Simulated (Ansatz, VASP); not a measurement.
# InSb in VASP and in Ansatz

```
In Sb
1.0
     0.00000    2.97932    3.36365
     2.97932    0.00000    3.36365
     2.97932    2.97932    0.00000
In Sb
1 1
Direct
  0.00000 0.00000 0.00000
  0.50000 0.50000 0.50000
```

Alike in both runs: task single point; functional PBE; k mesh 14 × 14 × 14; occupations gaussian, width 0.15 eV; no spin polarisation.

```csv
,VASP,Ansatz
version,VASP 6.6.1,Ansatz 0.2.0
potentials or method,"VASP PAW PBE potentials, release 64 (In_d, Sb), cutoff 520 eV","scalar-relativistic, plane waves, PAW"
valence electrons in the cell,18,28
```

|  | VASP | Ansatz | Ansatz less VASP |
| --- | --- | --- | --- |
| gap on the k mesh at the Fermi level (eV) | none | none | - |
| pressure (GPa) | 0.1 | 0.2 | +0.04 |
| traceless stress, the component that is largest in VASP (GPa) | -4.45 | -4.46 | -0.005 |

A gap of «none» marks a metal or a gap that the smearing closes. With one functional, cell and mesh, what is left measures potentials, basis and numerics. VASP's potentials hold 18 valence electrons a cell and Ansatz's 28, so a difference there can come from the potentials and not from the codes.

Neither program's run includes spin-orbit coupling.
